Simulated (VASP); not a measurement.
**Zn: single point with PBEsol**

Crystal: Zn.

```
Zn
1.0
     2.60780    0.00000    0.00000
    -1.30390    2.25842    0.00000
     0.00000    0.00000    4.92188
Zn
2
Direct
  0.33333 0.66667 0.25000
  0.66667 0.33333 0.75000
```

This cell differs from its parent crystal: volume scaled by 1.02, then relaxed in part.

```
Program                : VASP 6.6.1
Task                   : single point
Functional             : PBEsol
Potentials or basis    : VASP PAW PBE potentials, release 64 (Zn)
Cutoff                 : 520 eV
k mesh                 : 18 × 18 × 8
Occupations            : fermi-dirac, width 0.15 eV
Spin                   : no spin polarisation
Dipole correction      : no
Further INCAR settings : ALGO = Normal; EDIFF = 1e-07; NBANDS = 19
```

| Property | Result |
| --- | --- |
| Pressure | -1.0 GPa |
| Band gap on the k mesh | zero (band 12 reaches 5.00 eV, above the bottom of band 13 at 0.10 eV) |

Stress tensor (GPa, compression positive):
```
-0.87  0.00  0.00
 0.00 -0.87  0.00
 0.00  0.00 -1.12
```

Levels at points of the mesh, in eV from the Fermi level:
```
           k point  band 9  band 10  band 11  band 12  band 13  band 14  band 15  band 16
(0.00, 0.00, 0.00)   -7.40    -7.19    -7.19    -4.02    -3.24    13.43    17.24    18.35
(0.50, 0.00, 0.00)   -6.98    -6.96    -2.99    -2.16     2.58     3.54     4.25     5.75
(0.00, 0.00, 0.50)   -7.27    -7.27    -7.27    -7.27     4.37     4.37    19.67    19.67
(0.50, 0.00, 0.50)   -6.97    -6.97    -2.05    -2.05     0.24     0.24    10.17    10.17
```

It took 53 s on 1 thread of AMD EPYC 9R45 96-Core Processor (Zen 5) (shared host), peak memory 0.17 GiB.

Caveat: the PAW data sets were made with another functional, which shifts forces and pressure a little.
